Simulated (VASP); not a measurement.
Crystal: Fe3Ge.

```
CELL_PARAMETERS angstrom
3.66050 0.00000 0.00000
0.00000 3.66050 0.00000
0.00000 0.00000 3.66050
ATOMIC_POSITIONS crystal
Fe 0.00000 0.50000 0.50000
Fe 0.50000 0.50000 0.00000
Fe 0.50000 0.00000 0.50000
Ge 0.00000 0.00000 0.00000
```

Program: VASP 6.6.1. Alike in all runs: task single point; level PBEsol; potentials or basis VASP PAW PBE potentials, release 64 (Fe, Ge_d); cell as given; k mesh 12 × 12 × 12; cutoff (eV) 520; smearing gaussian 0.1 eV.

Question: Order these runs on this cell by their pressure, lowest first.
A. spin collinear, ferromagnetic start; fixed moment (μB) 5.62
B. spin collinear, ferromagnetic start; fixed moment (μB) 7.5
C. spin collinear, zero start; fixed moment (μB) 0.0
D. spin collinear, ferromagnetic start

Answer: C (-24.5 GPa), A (-14.6 GPa), D (-11.2 GPa), B (-5.7 GPa).

Caveats: the cell stands under tension; the PAW data sets were made with another functional, which shifts forces and pressure a little; the total moment is fixed, so each spin has its own Fermi level (at least some runs).
